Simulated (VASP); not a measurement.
Input of a VASP 6.6.1 run:

File INCAR:

```
PREC = Accurate ; ENCUT = 520
EDIFF = 1E-7 ; ISMEAR = -1
SIGMA = 0.05 ; LREAL = False
LASPH = True ; NELM = 60
ALGO = Normal ; ISIF = 2
LWAVE = False ; LCHARG = False
GGA = CA ; NBANDS = 26
```

File KPOINTS:

```
regular mesh
0
Gamma
  7 7 4
```

POSCAR

```
CdSe
1.0
    4.2122202675      0.0000000000      0.0000000000
   -2.1061101337      3.6478897580      0.0000000000
    0.0000000000      0.0000000000      6.8766944832
Cd Se
2 2
Direct
    0.6666666667      0.3333333333      0.5000000000
    0.3333333333      0.6666666667      0.0000000000
    0.6666666667      0.3333333333      0.8850000000
    0.3333333333      0.6666666667      0.3850000000
```

Potentials or basis: VASP PAW LDA potentials, release 64 (Cd, Se).

Run with:

```console
$ cat potpaw_LDA.64/Cd/POTCAR potpaw_LDA.64/Se/POTCAR > POTCAR
$ mpirun -np 1 vasp_std > vasp.out
```

What does it give for the largest force?

0.334 eV/Å.

Predict the pressure.

2.3 GPa.

What does it give for the band gap on the k mesh?

0.59 eV, direct.

Forces in eV/Å, atoms in the order of the input:
```
Cd   0.000  0.000  0.334
Cd   0.000  0.000  0.334
Se   0.000  0.000 -0.334
Se   0.000  0.000 -0.334
```
